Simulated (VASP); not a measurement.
Here is a VASP 6.6.1 calculation.

Contents of INCAR:

```
  PREC = Accurate
  ENCUT = 520
  EDIFF = 1E-6
  ISMEAR = 0
  SIGMA = 0.15
  LREAL = F
  LASPH = T
  NELM = 80
  ALGO = Normal
  ISIF = 2
  LWAVE = F
  LCHARG = F
  GGA = PE
  NBANDS = 16
```

File KPOINTS:

```
regular mesh
0
Gamma
  16 16 16
```

Contents of POSCAR:

```
GaSb
1.0
   -2.8351000000      2.8351000000      1.5811567257
    2.8351000000     -2.8351000000      1.5811567257
    2.8351000000      2.8351000000     -1.5811567257
Ga Sb
1 1
Direct
    0.2500000000      0.7500000000      0.5000000000
    0.0000000000      0.0000000000      0.0000000000
```

Potentials or basis: VASP PAW PBE potentials, release 64 (Ga_d, Sb).

The run is started by

```console
$ cat potpaw_PBE.64/Ga_d/POTCAR potpaw_PBE.64/Sb/POTCAR > POTCAR
$ mpirun -np 1 vasp_std > vasp.out
```

Problem. What does it give for the pressure?

Solution. -2.3 GPa.

Problem. Predict the band gap on the k mesh.

Solution. Zero (bands 9 and 10 overlap by 4.36 eV).

Stress tensor (GPa, compression positive):
```
-2.72  0.00  0.00
 0.00 -2.72  0.00
 0.00  0.00 -1.55
```

Caveat: spin-orbit coupling is left out, which moves the levels of the heavy elements.
